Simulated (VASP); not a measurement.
I, 1 atom in the cell. It takes space group I4/mmm (No. 139, tetragonal). Conventional cell: a = 3.235 Å, b = 3.235 Å, c = 8.530 Å, α = 90.00°, β = 90.00°, γ = 90.00°. I (site symmetry 4/mmm) has 4 I at 3.23 Å within 4.3 Å. 

| Quantity | Value |
| --- | --- |
| Program | VASP 6.6.1 |
| Task | single point |
| Functional | LDA |
| Potentials or basis | VASP PAW LDA potentials, release 64 (I) |
| Cutoff | 400 eV |
| k mesh | 11 × 11 × 11 |
| Occupations | gaussian, width 0.15 eV |
| Spin | no spin polarisation |
| Dipole correction | no |
| k mesh for the DOS | 17 × 17 × 17 |
| Occupations for the DOS | tetrahedron |
| Further INCAR settings | ALGO = Normal; EDIFF = 1e-06; NBANDS = 10 |

Potentials or basis: VASP PAW LDA potentials, release 64 (I).

Launch:

```console
$ cat potpaw_LDA.64/I/POTCAR > POTCAR
$ cp INCAR.step1 INCAR
$ cp KPOINTS.step1 KPOINTS
$ mpirun -np 1 vasp_std > vasp.out
$ cp INCAR.step2 INCAR
$ cp KPOINTS.step2 KPOINTS
$ mpirun -np 1 vasp_std > vasp.out
```

Hardware: 1 thread of AMD EPYC 9R45 96-Core Processor (Zen 5), with other jobs on the host.

Task: How long does it take, and how much memory?

Result: Wall time 68 s on 1 thread of AMD EPYC 9R45 96-Core Processor (Zen 5) (shared host), peak memory 0.21 GiB. Counts: k points 405.
